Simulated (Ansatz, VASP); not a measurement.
# Al: VASP beside Ansatz

```xyz
2
Lattice="2.7017 0.0000 0.0000 -1.3509 2.3398 0.0000 0.0000 0.0000 4.1800" Properties=species:S:1:pos:R:3 pbc="T T T"
Al    0.0000    1.5598    1.0450
Al    1.3509    0.7799    3.1350
```

Alike in both runs: task relaxation of cell and atoms; functional r2SCAN; k mesh 12 × 12 × 6; occupations gaussian, width 0.1 eV; no spin polarisation.

|  | VASP | Ansatz |
| --- | --- | --- |
| version | VASP 6.6.1 | Ansatz 0.2.0 |
| potentials or method | VASP PAW PBE potentials, release 64 (Al), cutoff 600 eV | scalar-relativistic, plane waves, PAW |
| valence electrons in the cell | 6 | 6 |

|  | VASP | Ansatz | Ansatz less VASP |
| --- | --- | --- | --- |
| gap on the k mesh at the Fermi level, each at its own relaxed structure (eV) | none | none | - |
| relaxed volume (Å³/atom) | 15.96 | 15.97 | +0.009 |
| relaxed cell length with the largest relative difference (Å) | 4.640 | 4.637 | -0.0035 |

VASP's potentials were made for PBE, not for r2SCAN. A gap of «none» marks a metal or a gap that the smearing closes.

Noted on VASP's run: the volume moved by over 15 % at a fixed basis, so the end points are rough.
